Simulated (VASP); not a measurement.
A run of VASP 6.6.1 is set up as follows.

INCAR

```
SYSTEM = AlN
ALGO     = Normal         ! electronic algorithm
EDIFF    = 1E-6           ! SCF threshold, eV
ENCUT    = 600            ! plane-wave cutoff, eV
GGA      = PS             ! functional
GGA_COMPAT= .FALSE.      
ISIF     = 2              ! what is computed and relaxed
ISMEAR   = 0              ! smearing method
LASPH    = .TRUE.         ! aspherical terms in the spheres
LCHARG   = .FALSE.        ! write CHGCAR
LREAL    = .FALSE.        ! projectors in reciprocal space
LWAVE    = .FALSE.        ! write WAVECAR
NBANDS   = 11             ! bands
NELM     = 120            ! most SCF steps
PREC     = Accurate       ! precision mode
SIGMA    = 0.05           ! smearing width, eV
```

The input KPOINTS:

```
k-points
0
G
  6 6 6
  0 0 0
```

File POSCAR:

```
AlN
1.0
    2.5902763163      0.0000000000      0.0000000000
    0.0000000000      2.5902763163      0.0000000000
    0.0000000000      0.0000000000      2.5902763163
Al N
1 1
Direct
    0.0000000000      0.0000000000      0.0000000000
    0.5000000000      0.5000000000      0.5000000000
```

Potentials or basis: VASP PAW PBE potentials, release 64 (Al, N).

The run is started by

```bash
$ cat potpaw_PBE.64/Al/POTCAR potpaw_PBE.64/N/POTCAR > POTCAR
$ mpirun -np 1 vasp_std > vasp.out
```

**Question.** Estimate the pressure.

**Answer.** -0.3 GPa.

**Question.** What does it give for the band gap on the k mesh?

**Answer.** Zero (band 4 reaches 11.32 eV, above the bottom of band 5 at 10.00 eV).

Caveat: the k points lie up to 0.40 Å⁻¹ apart; the PAW data sets were made with another functional, which shifts forces and pressure a little.
